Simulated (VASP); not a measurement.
Write the native input for VASP 6.6.1 that does the following.

```yaml
Task: single point
Functional: PBE
Potentials_or_basis: VASP PAW PBE potentials, release 64 (Au)
Cutoff: 520 eV
k_mesh: 14 × 13 × 7
Occupations: gaussian, width 0.1 eV
Spin: no spin polarisation
Dipole_correction: no
Further_INCAR_settings: ALGO = Fast; EDIFF = 1e-07; NBANDS = 18; ISYM = 0
```

The structure of Au lies in POSCAR:

```
Au
1.0
    2.8654213454      0.0000000000      0.0000000000
   -1.4327106727      2.5703810381      0.0000000000
    0.0000000000      0.0000000000      4.8921328885
Au
2
Direct
    0.6639514438      0.3279028875      0.2500000000
    0.3360485562      0.6720971125      0.7500000000
```

One way to write it, as run:

INCAR

```
SYSTEM = Au
PREC     = Accurate       ! precision mode
ENCUT    = 520            ! plane-wave cutoff, eV
EDIFF    = 1E-7           ! SCF threshold, eV
ISMEAR   = 0              ! smearing method
SIGMA    = 0.1            ! smearing width, eV
LREAL    = .FALSE.        ! projectors in reciprocal space
LASPH    = .TRUE.         ! aspherical terms in the spheres
NELM     = 60             ! most SCF steps
ALGO     = Fast           ! electronic algorithm
ISIF     = 2              ! what is computed and relaxed
LWAVE    = .FALSE.        ! write WAVECAR
LCHARG   = .FALSE.        ! write CHGCAR
GGA      = PE             ! functional
ISYM     = 0            
NBANDS   = 18             ! bands
```

KPOINTS

```
regular mesh
0
G
  14 13 7
  0 0 0
```

Potentials or basis: VASP PAW PBE potentials, release 64 (Au).

Run with:

```console
$ cat potpaw_PBE.64/Au/POTCAR > POTCAR
$ mpirun -np 1 vasp_std > vasp.out
```

It gave:

| Quantity | Value |
| --- | --- |
| Pressure | -0.3 GPa |
| Largest force | 0.007 eV/Å |
| Band gap on the k mesh | zero (band 11 reaches 12.09 eV, above the bottom of band 12 at 6.18 eV) |

Caveat: spin-orbit coupling is left out, which moves the levels of the heavy elements.

Run time: 2.1 min on 1 thread of Intel(R) Xeon(R) 6975P-C (Granite Rapids), on a shared host, peak memory 0.43 GiB.
